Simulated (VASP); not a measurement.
# Ru (Pm-3m) in VASP: a series of runs

Ru is run at these levels: revPBE; tasks: single point, relaxation of cell and atoms.

Everything below comes from runs of VASP 6.6.1. Logs are shortened: lines on timing, memory, paths and dates and some standing lists are left out, and cuts for length are marked.

## (1) The cell of the first run

The structure is cubic, space group Pm-3m (No. 221). Conventional cell: a = 2.588 Å, b = 2.588 Å, c = 2.588 Å, α = 90.00°, β = 90.00°, γ = 90.00°. Within 3.4 Å of Ru (site symmetry m-3m) lie 6 Ru at 2.59 Å.

This isn't the form of Ru at room conditions, which is hcp.

## (2) Single point, revPBE (17.33 Å³/atom)

Input file INCAR:

```
PREC = Accurate
ENCUT = 520
EDIFF = 1E-6
ISMEAR = -1
SIGMA = 0.1
LREAL = False
LASPH = True
NELM = 60
ALGO = Normal
ISIF = 2
LWAVE = False
LCHARG = False
GGA = RE
NBANDS = 13
```

Input file KPOINTS:

```
regular mesh
0
Gamma
  14 14 14
```

Input file POSCAR:

```
Ru
1.0
    2.5879654849      0.0000000000      0.0000000000
    0.0000000000      2.5879654849      0.0000000000
    0.0000000000      0.0000000000      2.5879654849
Ru
1
Direct
    0.0000000000      0.0000000000      0.0000000000
```

Potentials or basis: VASP PAW PBE potentials, release 64 (Ru_pv).

The run is started by

```
$ cat potpaw_PBE.64/Ru_pv/POTCAR > POTCAR
$ mpirun -np 1 vasp_std > vasp.out
```

OUTCAR:

```text
PREC = Accurate
   ENCUT = 520
   EDIFF = 1E-6
   ISMEAR = -1
   LREAL = False
   LASPH = True
   NELM = 60
   ISIF = 2
   GGA = RE

 ion  position               nearest neighbor table
   1  0.000  0.000  0.000-

  LATTYP: Found a simple cubic cell.
 ALAT       =     2.5879654849

  Lattice vectors:

 A1 = (   2.5879654849,   0.0000000000,   0.0000000000)
 A2 = (   0.0000000000,   2.5879654849,   0.0000000000)
 A3 = (   0.0000000000,   0.0000000000,   2.5879654849)

Analysis of symmetry for initial positions (statically):
=====================================================================
 Subroutine PRICEL returns:
 Original cell was already a primitive cell.

 Routine SETGRP: Setting up the symmetry group for a
 simple cubic supercell.

 Subroutine GETGRP returns: Found 48 space group operations
 (whereof 48 operations were pure point group operations)
 out of a pool of 48 trial point group operations.

The static configuration has the point symmetry O_h .

Analysis of symmetry for dynamics (positions and initial velocities):
=====================================================================
 Subroutine PRICEL returns:
 Original cell was already a primitive cell.

 Routine SETGRP: Setting up the symmetry group for a
 simple cubic supercell.

 Subroutine GETGRP returns: Found 48 space group operations
 (whereof 48 operations were pure point group operations)
 out of a pool of 48 trial point group operations.

The dynamic configuration has the point symmetry O_h .

 Subroutine INISYM returns: Found 48 space group operations
 (whereof 48 operations are pure point group operations),
 and found     1 'primitive' translations

----------------------------------------------------------------------------------------

                                     Primitive cell

  volume of cell :      17.3331

  direct lattice vectors                    reciprocal lattice vectors
     2.587965485  0.000000000  0.000000000     0.386403917  0.000000000  0.000000000
     0.000000000  2.587965485  0.000000000     0.000000000  0.386403917  0.000000000
     0.000000000  0.000000000  2.587965485     0.000000000  0.000000000  0.386403917

  length of vectors
     2.587965485  2.587965485  2.587965485     0.386403917  0.386403917  0.386403917

  position of ions in fractional coordinates (direct lattice)
     0.000000000  0.000000000  0.000000000

  ion indices of the primitive-cell ions
   primitive index   ion index
                 1           1

----------------------------------------------------------------------------------------

 KPOINTS: regular mesh

Automatic generation of k-mesh.
 Grid dimensions read from file:
 generate k-points for:   14   14   14

 Generating k-lattice:

  Cartesian coordinates                     Fractional coordinates (reciprocal lattice)
     0.027600280  0.000000000  0.000000000     0.071428571  0.000000000  0.000000000
     0.000000000  0.027600280  0.000000000     0.000000000  0.071428571  0.000000000
     0.000000000  0.000000000  0.027600280     0.000000000  0.000000000  0.071428571

  Length of vectors
     0.027600280  0.027600280  0.027600280

  Shift w.r.t. Gamma in fractional coordinates (k-lattice)
     0.000000000  0.000000000  0.000000000

 Subroutine IBZKPT returns following result:
 ===========================================

 Found    120 irreducible k-points:

 Following reciprocal coordinates:
            Coordinates               Weight
  0.000000  0.000000  0.000000      1.000000
  0.071429  0.000000  0.000000      6.000000
  0.142857  0.000000  0.000000      6.000000
  0.214286  0.000000  0.000000      6.000000
  0.285714  0.000000  0.000000      6.000000
  0.357143  0.000000  0.000000      6.000000
[... 16 lines left out ...]
  0.285714  0.214286  0.000000     24.000000
  0.357143  0.214286  0.000000     24.000000
 [... further k-points ...]
   k-points           NKPTS =    120   k-points in BZ     NKDIM =    120   number of bands    NBANDS=     13
   number of dos      NEDOS =    301   number of ions     NIONS =      1
   total plane-waves  NPLWV =   8000
   dimension x,y,z NGX =    20 NGY =   20 NGZ =   20
   dimension x,y,z NGXF=    40 NGYF=   40 NGZF=   40
   ions per type =               1
   NGX,Y,Z   is equivalent  to a cutoff of  12.85, 12.85, 12.85 a.u.
   NGXF,Y,Z  is equivalent  to a cutoff of  25.70, 25.70, 25.70 a.u.
 SYSTEM =  unknown system
   PREC   = accura    normal or accurate (medium, high low for compatibility)
   ISTART =      0    job   : 0-new  1-cont  2-samecut
   ICHARG =      2    charge: 1-file 2-atom 10-const
   ISPIN  =      1    spin polarized calculation?
   LNONCOLLINEAR =      F non collinear calculations
   LSORBIT =      F    spin-orbit coupling
   LASPH  =      T    aspherical Exc in radial PAW
   ENCUT  =  520.0 eV  38.22 Ry    6.18 a.u.   4.81  4.81  4.81*2*pi/ulx,y,z
   NELM   =     60;   NELMIN=  2; NELMDL= -5     # of ELM steps
   EDIFF  = 0.1E-05   stopping-criterion for ELM
   LREAL  =      F    real-space projection
[... 7 lines left out ...]
   TEBEG  =    0.0;   TEEND  =   0.0 temperature during run
   PSTRESS=    0.0 pullay stress
   NELECT =      14.0000    total number of electrons
   NUPDOWN=      -1.0000    fix difference up-down
   EMIN   =  10.00;   EMAX   =-10.00  energy-range for DOS
   EFERMI =   0.00;   METHOD = LEGACY
   ISMEAR =    -1;   SIGMA  =   0.10  broadening in eV -4-tet -1-fermi 0-gaus
   EFERMI_NEDOS =   21; number of points for ismear=-14 and -15
   IALGO  =     38    algorithm
   IMIX   =      4    mixing-type and parameters
     AMIX     =   0.40;   BMIX     =  1.00
     AMIX_MAG =   1.60;   BMIX_MAG =  1.00
  volume/ion in A,a.u.               =      17.33       116.97
  Fermi-wavevector in a.u.,A,eV,Ry     =   1.524611  2.881097 31.625906  2.324438
  Thomas-Fermi vector in A             =   2.632894
   LORBIT       =      0    0 simple, 1 ext, 2 COOP (PROOUT), +10 PAW based schemes
   GGA     = RE    functional components
   LHFCALC =     F    Hartree Fock is set to
   AEXX    =    0.0000 exact exchange contribution
   IVDW    =     0    specifies the selected vdW correction
   LEPSILON=     F    determine dielectric tensor
   LRPA    =     F    only Hartree local field effects (RPA)
 non-spin polarized calculation
  energy-cutoff  :      520.00
  volume of cell :       17.33
 maximum number of plane-waves:       480
 NGX is ok and might be reduce to    20
   NGX =  9   NGY =  9   NGZ =  9

 number of electron      14.0000002 magnetization

 Free energy of the ion-electron system (eV)
  ---------------------------------------------------
  ext. energy  EPLUGINS =         0.00000000
  ---------------------------------------------------
  free energy    TOTEN  =        -7.57942458 eV

  energy without entropy =       -7.51922827  energy(sigma->0) =       -7.54932643

 E-fermi :   9.1496     XC(G=0): -12.4329

 val. band max:        9.1453250035   @ k =   0.2857   0.0714   0.0714
 cond. band min:       9.1709452220   @ k =   0.2143   0.2143   0.1429
 fundamental gap:      0.0256202185
 Fermi energy:         9.1495514625

 k-point     1 :       0.0000    0.0000    0.0000
  band No.  band energies     occupation
      1     -33.1887      2.00000
      2     -33.1887      2.00000
      3     -33.1887      2.00000
      4       2.5895      2.00000
      5       4.4791      2.00000
      6       4.4791      2.00000
      7      10.5447      0.00000
      8      10.5447      0.00000
      9      10.5447      0.00000
     10      20.3040      0.00000
     11      25.1500      0.00000
     12      25.1500      0.00000
     13      25.1500      0.00000

 k-point     2 :       0.0714    0.0000    0.0000
  band No.  band energies     occupation
      1     -33.2292      2.00000
      2     -33.1853      2.00000
      3     -33.1853      2.00000
      4       2.7326      2.00000
      5       4.5092      2.00000
      6       4.6153      2.00000
      7      10.4090      0.00001
      8      10.4090      0.00001
      9      10.5552      0.00000
     10      20.3040      0.00000
     11      24.2279      0.00000
     12      25.4094      0.00000
     13      25.4094      0.00000

 k-point     3 :       0.1429    0.0000    0.0000
  band No.  band energies     occupation
      1     -33.3419      2.00000
      2     -33.1758      2.00000
      3     -33.1758      2.00000
      4       3.1176      2.00000
      5       4.5946      2.00000
      6       5.0394      2.00000
      7      10.0475      0.00025
      8      10.0475      0.00025
      9      10.5846      0.00000
     10      20.3039      0.00000
     11      22.3617      0.00000
     12      26.1333      0.00000
     13      26.1333      0.00000
[... 305 lines left out ...]
 k-point    23 :       0.2857    0.2143    0.0000
  band No.  band energies     occupation
      1     -33.6434      2.00000
      2     -33.4523      2.00000
      3     -33.1208      2.00000
      4       4.8247      2.00000
      5       5.7565      2.00000
      6       6.9440      2.00000
      7       8.9139      1.82690
      8       9.2060      0.72511
      9       9.7828      0.00355
     10      19.6954      0.00000
     11      20.3043      0.00000
     12      22.9676      0.00000
     13      28.2105      0.00000

 k-point    24 :       0.3571    0.2143    0.0000
  band No.  band energies     occupation
      1     -33.7958      2.00000
      2     -33.4362      2.00000
      3     -33.1072      2.00000
      4       5.1203      2.00000
      5       5.7875      2.00000
      6       7.1289      2.00000
      7       8.8220      1.92718
      8       9.8385      0.00203
      9       9.8874      0.00125
     10      17.9225      0.00000
     11      20.3042      0.00000
     12      23.9016      0.00000
     13      27.5628      0.00000

 [... further k-points ...]

------------------------ aborting loop because EDIFF is reached ----------------------------------------

  FORCE on cell =-STRESS in cart. coord.  units (eV):
  Direction    XX          YY          ZZ          XY          YZ          ZX
  --------------------------------------------------------------------------------------
  -------------------------------------------------------------------------------------
  Total       -1.4356178     -1.4356178     -1.4356178      0.0000000      0.0000000     -0.0000000
  in kB     -132.7009360   -132.7009360   -132.7009360      0.0000000      0.0000000     -0.0000000
  external PRESSURE =    -132.7009360 kB  Pullay stress =       0.0000000 kB

 VOLUME and BASIS-vectors are now :
 -----------------------------------------------------------------------------
  energy-cutoff  :      520.00
  volume of cell :       17.33
      direct lattice vectors                 reciprocal lattice vectors
     2.587965485  0.000000000  0.000000000     0.386403917  0.000000000  0.000000000
     0.000000000  2.587965485  0.000000000     0.000000000  0.386403917  0.000000000
     0.000000000  0.000000000  2.587965485     0.000000000  0.000000000  0.386403917

 POSITION                                       TOTAL-FORCE (eV/Angst)
 -----------------------------------------------------------------------------------
      0.00000      0.00000      0.00000         0.000000      0.000000      0.000000
 -----------------------------------------------------------------------------------
    total drift:                                0.000000      0.000000      0.000000

  FREE ENERGIE OF THE ION-ELECTRON SYSTEM (eV)
  ---------------------------------------------------
  free  energy   TOTEN  =        -7.5794245841 eV

  energy  without entropy=       -7.5192282666  energy(sigma->0) =       -7.54932643
```

Wall time 23 s (1 thread of Intel Xeon 8259CL, shared host); peak memory 0.14 GiB.

Results:

| Item | Value |
| --- | --- |
| Free energy | -7.5794 eV |
| Pressure | -13.3 GPa |
| Band gap on the k mesh | zero (bands 7 and 8 overlap by 3.86 eV) |

Caveat: the cell stands under tension; an empty level that is flat over the whole mesh can mark a ghost state of the potentials, or a narrow d or f band; the PAW data sets were made with another functional, which shifts forces and pressure a little.

## (3) Single point, revPBE (17.98 Å³/atom)

This run uses another cell than the first one, of 17.98 Å³/atom.

Input file INCAR:

```
SYSTEM = Ru
PREC     = Accurate       ! precision mode
ENCUT    = 520            ! plane-wave cutoff, eV
EDIFF    = 1E-7           ! SCF threshold, eV
ISMEAR   = -1             ! smearing method
SIGMA    = 0.1            ! smearing width, eV
LREAL    = .False.        ! projectors in reciprocal space
LASPH    = .True.         ! aspherical terms in the spheres
NELM     = 60             ! most SCF steps
ALGO     = Normal         ! electronic algorithm
ISIF     = 2              ! what is computed and relaxed
LWAVE    = .False.        ! write WAVECAR
LCHARG   = .False.        ! write CHGCAR
GGA      = RE             ! functional
NBANDS   = 13             ! bands
```

Input file KPOINTS:

```
regular mesh
0
Gamma
  14 14 14
  0 0 0
```

Input file POSCAR:

```
Ru
1.0
    2.6195291504      0.0000000000      0.0000000000
    0.0000000000      2.6195291504      0.0000000000
    0.0000000000      0.0000000000      2.6195291504
Ru
1
Direct
    0.0000000000      0.0000000000      0.0000000000
```

Potentials or basis: VASP PAW PBE potentials, release 64 (Ru_pv).

The run is started by

```
$ cat potpaw_PBE.64/Ru_pv/POTCAR > POTCAR
$ mpirun -np 1 vasp_std > vasp.out
```

Run time: 28 s. Hardware: 1 thread of Intel Xeon 8259CL, shared host; peak memory 0.14 GiB.

The run converged. Its results:

```
Free energy            : -7.5169 eV
Pressure               : -17.9 GPa
Band gap on the k mesh : zero (bands 7 and 8 overlap by 3.65 eV)
```

Levels at points of the mesh, in eV from the Fermi level:
| k point | band 5 | band 6 | band 7 | band 8 | band 9 | band 10 |
| --- | --- | --- | --- | --- | --- | --- |
| (0.00, 0.00, 0.00) | -4.44 | -4.44 | 1.31 | 1.31 | 1.31 | 11.21 |
| (0.50, 0.00, 0.00) | -3.82 | -0.78 | -0.78 | 0.02 | 1.52 | 6.25 |
| (0.50, 0.50, 0.00) | -3.05 | -0.38 | -0.38 | 2.87 | 5.30 | 5.30 |
| (0.50, 0.50, 0.50) | -3.84 | -3.84 | 3.01 | 3.01 | 9.47 | 11.21 |

Caveat: the cell stands under tension; an empty level that is flat over the whole mesh can mark a ghost state of the potentials, or a narrow d or f band; the PAW data sets were made with another functional, which shifts forces and pressure a little.

(Continued in part 2 of 2.)
